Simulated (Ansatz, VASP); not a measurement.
One calculation of ZnCu, two programs

INCAR

```
SYSTEM = ZnCu
PREC = Accurate
ENCUT = 520
EDIFF = 1E-6
ISMEAR = -1
SIGMA = 0.05
LREAL = .False.
LASPH = .True.
NELM = 60
ALGO = Normal
ISIF = 2
LWAVE = .False.
LCHARG = .False.
GGA = PS
NBANDS = 18
```

KPOINTS

```
regular mesh
0
Gamma
  14 14 14
  0 0 0
```

POSCAR

```
ZnCu
1.0
    2.9051978236      0.0000000000      0.0000000000
    0.0000000000      2.9051978236      0.0000000000
    0.0000000000      0.0000000000      2.9051978236
Zn Cu
1 1
Direct
    0.5000000000      0.5000000000      0.5000000000
    0.0000000000      0.0000000000      0.0000000000
```

Input for Ansatz:

```yaml
crystal:
  lattice:
    - [2.9051978236, 0.0, 0.0]
    - [0.0, 2.9051978236, 0.0]
    - [0.0, 0.0, 2.9051978236]
  atoms:
    - { symbol: Zn, position: [0.5, 0.5, 0.5] }
    - { symbol: Cu, position: [0.0, 0.0, 0.0] }
kpoints:
  mp_grid: { grid: [14, 14, 14] }
  band_path:
    path:
      - [0.0, 0.0, 0.0]
      - [0.0, 0.5, 0.0]
      - [0.5, 0.5, 0.0]
      - [0.0, 0.0, 0.0]
      - [0.5, 0.5, 0.5]
      - [0.0, 0.5, 0.0]
      - [0.5, 0.5, 0.5]
      - [0.5, 0.5, 0.0]
    npoints: 5
scf:
  occupations: { method: fermi_dirac, width: 0.05 }
hamiltonian:
  xc: pbesol
  pseudopotentials: { kind: all_electron, lapw: { basis_error: 0.0005 } }
output:
  forces: true
  stress: true
  eigenvalues: true
```

Change from the starting cell: volume scaled by 0.96.

Alike in both runs: task single point; functional PBEsol; k mesh 14 × 14 × 14; occupations fermi-dirac, width 0.05 eV; no spin polarisation.

|  | VASP | Ansatz |
| --- | --- | --- |
| version | VASP 6.6.1 | Ansatz 0.2.0 |
| potentials or method | VASP PAW PBE potentials, release 64 (Zn, Cu), cutoff 520 eV | all-electron LAPW, scalar-relativistic |

```tsv
	VASP	Ansatz	Ansatz less VASP
pressure (GPa)	1.1	0.4	-0.71
```

VASP's potentials were made for PBE, not for PBEsol. Ansatz ran all-electron here, and VASP with PAW potentials.
